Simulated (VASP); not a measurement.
# C in VASP: a series of runs, part 2 of 2

VASP 6.6.1. The steps go on from the part before.

**4. Single point, PBE**

The input, INCAR:

```
SYSTEM = C
ALGO = Normal
EDIFF = 1E-6
ENCUT = 520
GGA = PE
ISIF = 2
ISMEAR = 0
LASPH = .TRUE.
LCHARG = .FALSE.
LREAL = .FALSE.
LWAVE = .FALSE.
NBANDS = 16
NELM = 60
PREC = Accurate
SIGMA = 0.1
```

The input, KPOINTS:

```
k-points
0
G
  3 3 1
  0 0 0
```

The input, POSCAR:

```
C
1.0
    1.2280479700     -2.1270618200      0.0000000000
    1.2280479700      2.1270618200      0.0000000000
    0.0000000000      0.0000000000      7.1732677600
C
4
Direct
    0.0833794600      0.9166205400      0.7531376000
    0.5833794600      0.4166205400      0.2468624000
    0.9166205400      0.0833794600      0.2468624000
    0.4166205400      0.5833794600      0.7531376000
```

Potentials or basis: VASP PAW PBE potentials, release 64 (C).

Started as:

```
$ cat potpaw_PBE.64/C/POTCAR > POTCAR
$ mpirun -np 1 vasp_std > vasp.out
```

OUTCAR:

```text
SYSTEM = C
   EDIFF = 1E-6
   ENCUT = 520
   GGA = PE
   ISIF = 2
   ISMEAR = 0
   LASPH = .TRUE.
   LREAL = .FALSE.
   NELM = 60
   PREC = Accurate

 ion  position               nearest neighbor table
   1  0.083  0.917  0.753-   4 1.42   4 1.42   4 1.42
   2  0.583  0.417  0.247-   3 1.42   3 1.42   3 1.42
   3  0.917  0.083  0.247-   2 1.42   2 1.42   2 1.42
   4  0.417  0.583  0.753-   1 1.42   1 1.42   1 1.42

  LATTYP: Found a hexagonal cell.
 ALAT       =     2.4561135566
 C/A-ratio  =     2.9205765918

  Lattice vectors:

 A1 = (   1.2280479700,  -2.1270618200,   0.0000000000)
 A2 = (   1.2280479700,   2.1270618200,   0.0000000000)
 A3 = (   0.0000000000,   0.0000000000,   7.1732677600)

Analysis of symmetry for initial positions (statically):
=====================================================================
 Subroutine PRICEL returns:
 Original cell was already a primitive cell.

 Routine SETGRP: Setting up the symmetry group for a
 hexagonal supercell.

 Subroutine GETGRP returns: Found  8 space group operations
 (whereof  4 operations were pure point group operations)
 out of a pool of 24 trial point group operations.

The static configuration has the point symmetry C_2h.
 The point group associated with its full space group is D_2h.

Analysis of symmetry for dynamics (positions and initial velocities):
=====================================================================
 Subroutine PRICEL returns:
 Original cell was already a primitive cell.

 Routine SETGRP: Setting up the symmetry group for a
 hexagonal supercell.

 Subroutine GETGRP returns: Found  8 space group operations
 (whereof  4 operations were pure point group operations)
 out of a pool of 24 trial point group operations.

The dynamic configuration has the point symmetry C_2h.
[... 101 lines left out ...]
   IMIX   =      4    mixing-type and parameters
     AMIX     =   0.40;   BMIX     =  1.00
     AMIX_MAG =   1.60;   BMIX_MAG =  1.00
  volume/ion in A,a.u.               =       9.37        63.22
  Fermi-wavevector in a.u.,A,eV,Ry     =   1.232728  2.329519 20.675669  1.519619
  Thomas-Fermi vector in A             =   2.367487
   LORBIT       =      0    0 simple, 1 ext, 2 COOP (PROOUT), +10 PAW based schemes
   GGA     = PE    functional components
   LHFCALC =     F    Hartree Fock is set to
   AEXX    =    0.0000 exact exchange contribution
   IVDW    =     0    specifies the selected vdW correction
   LEPSILON=     F    determine dielectric tensor
   LRPA    =     F    only Hartree local field effects (RPA)
 non-spin polarized calculation
 Gauss-broadening in eV      SIGMA  =   0.10
  energy-cutoff  :      520.00
  volume of cell :       37.48
 maximum number of plane-waves:      1018
 NGX is ok and might be reduce to    18
   NGX =  9   NGY =  9   NGZ = 27

 number of electron      15.9999996 magnetization

 Free energy of the ion-electron system (eV)
  ---------------------------------------------------
  ext. energy  EPLUGINS =         0.00000000
  ---------------------------------------------------
  free energy    TOTEN  =       -35.89778791 eV

  energy without entropy =      -35.89508703  energy(sigma->0) =      -35.89643747

 E-fermi :   4.1811     XC(G=0):  -9.8858

 val. band max:        4.0317942020   @ k =   0.3333   0.3333   0.0000
 cond. band min:       4.3303438734   @ k =   0.3333   0.3333   0.0000
 fundamental gap:      0.2985496715
 Fermi energy:         4.1810690395

 k-point     1 :       0.0000    0.0000    0.0000
  band No.  band energies     occupation
      1     -15.4957      2.00000
      2     -15.3196      2.00000
      3      -4.1536      2.00000
      4      -2.7697      2.00000
      5       1.1752      2.00000
      6       1.1811      2.00000
[... 53 lines left out ...]
      3      -8.4062      2.00000
      4      -8.3605      2.00000
      5      -6.4440      2.00000
      6      -6.4206      2.00000
[... 8 lines left out ...]
     15      16.8567      0.00000
     16      19.0059      0.00000

------------------------ aborting loop because EDIFF is reached ----------------------------------------

  FORCE on cell =-STRESS in cart. coord.  units (eV):
  Direction    XX          YY          ZZ          XY          YZ          ZX
  --------------------------------------------------------------------------------------
  -------------------------------------------------------------------------------------
  Total        2.6576742      1.9569290     -0.4584209      0.0000000      0.0000000      0.0000000
  in kB      113.6239387     83.6648767    -19.5989353      0.0000000      0.0000000      0.0000000
  external PRESSURE =      59.2299600 kB  Pullay stress =       0.0000000 kB

 VOLUME and BASIS-vectors are now :
 -----------------------------------------------------------------------------
  energy-cutoff  :      520.00
  volume of cell :       37.48
      direct lattice vectors                 reciprocal lattice vectors
     1.228047970 -2.127061820  0.000000000     0.407150219 -0.235066041  0.000000000
     1.228047970  2.127061820  0.000000000     0.407150219  0.235066041  0.000000000
     0.000000000  0.000000000  7.173267760     0.000000000  0.000000000  0.139406479

 POSITION                                       TOTAL-FORCE (eV/Angst)
 -----------------------------------------------------------------------------------
      1.22805      1.77236      5.40246         0.000000      0.087576      0.005892
      1.22805     -0.35471      1.77081         0.000000      0.087576     -0.005892
      1.22805     -1.77236      1.77081         0.000000     -0.087576     -0.005892
      1.22805      0.35471      5.40246         0.000000     -0.087576      0.005892
 -----------------------------------------------------------------------------------
    total drift:                                0.000000     -0.000000      0.000000

  FREE ENERGIE OF THE ION-ELECTRON SYSTEM (eV)
  ---------------------------------------------------
  free  energy   TOTEN  =       -35.8977879129 eV

  energy  without entropy=      -35.8950870332  energy(sigma->0) =      -35.89643747
```

OSZICAR:

```text
N       E                     dE             d eps       ncg     rms          rms(c)
DAV:   1     0.333809828501E+02    0.33381E+02   -0.78928E+03   128   0.912E+02
DAV:   2    -0.359284450087E+02   -0.69309E+02   -0.63619E+02   176   0.185E+02
DAV:   3    -0.384359600936E+02   -0.25075E+01   -0.24944E+01   184   0.336E+01
DAV:   4    -0.384574708155E+02   -0.21511E-01   -0.21506E-01   160   0.379E+00
DAV:   5    -0.384578341226E+02   -0.36331E-03   -0.36314E-03   176   0.441E-01    0.920E+00
DAV:   6    -0.365169165691E+02    0.19409E+01   -0.13544E+00   168   0.717E+00    0.538E+00
DAV:   7    -0.358857199517E+02    0.63120E+00   -0.16865E+00   176   0.819E+00    0.152E+00
DAV:   8    -0.358989436459E+02   -0.13224E-01   -0.95544E-02   152   0.172E+00    0.349E-01
DAV:   9    -0.358975699142E+02    0.13737E-02   -0.23739E-03   168   0.333E-01    0.111E-01
DAV:  10    -0.358977936320E+02   -0.22372E-03   -0.75366E-04   144   0.173E-01    0.705E-02
DAV:  11    -0.358977874784E+02    0.61536E-05   -0.19051E-05   176   0.279E-02    0.152E-02
DAV:  12    -0.358977879129E+02   -0.43452E-06   -0.10478E-06   168   0.843E-03
   1 F= -.35897788E+02 E0= -.35896437E+02  d E =-.270088E-02
```

stdout:

```text
POSCAR found type information on POSCAR C
 POSCAR found :  1 types and       4 ions
 scaLAPACK will be used
 LDA part: xc-table for (Slater+PW92), standard interpolation
 POSCAR, INCAR and KPOINTS ok, starting setup
 FFT: planning ... GRIDC
 FFT: planning ... GRID_SOFT
 FFT: planning ... GRID
 WAVECAR not read
 entering main loop
```

Wall time 6.6 s (1 thread of Intel Xeon Platinum 8259CL at 2.50GHz (Skylake/Cascade Lake), shared host); peak memory 0.12 GiB.

What came out:

| Item | Value |
| --- | --- |
| Free energy | -35.8978 eV |
| Pressure | 5.9 GPa |
| Largest force | 0.088 eV/Å |
| Band gap on the k mesh | 0.30 eV |

Forces on the atoms (eV/Å):
```
C    0.000  0.088  0.006
C    0.000  0.088 -0.006
C    0.000 -0.088 -0.006
C    0.000 -0.088  0.006
```

Caveat: the k points lie up to 0.98 Å⁻¹ apart; this functional lacks dispersion, which binds the layers, so the pressure and a relaxed spacing across them are unreliable. A k mesh can miss the band edges.

**5. Overview**

```csv
cell,k mesh,gap on the mesh (eV),pressure (GPa),largest force (eV/Å)
"a = 2.456, b = 2.456, c = 7.173 Å, angles 90.0, 90.0, 120.0°, 4 atoms",1 × 1 × 1,5.83,28.7,0.05
"a = 2.468, b = 2.476, c = 7.149 Å, angles 91.9, 89.6, 120.9°, 4 atoms",1 × 1 × 1,5.16,27.8,6.11
"a = 2.456, b = 2.456, c = 7.173 Å, angles 90.0, 90.0, 120.0°, 4 atoms",3 × 3 × 1,0.30,5.9,0.09
```

Alike in all rows: task single point; level PBE; potentials or basis VASP PAW PBE potentials, release 64 (C); no spin polarisation; cutoff (eV) 520; smearing gaussian 0.1 eV.

Caveats: all runs use coarse meshes; this functional lacks dispersion, which binds the layers, so the pressure and a relaxed spacing across them are unreliable (some runs); forces of over 1 eV/Å act on the atoms, so gaps and moduli don't describe the material at rest (some runs).

Total energies depend on the potentials used, so only differences within one code and one set of settings carry meaning.
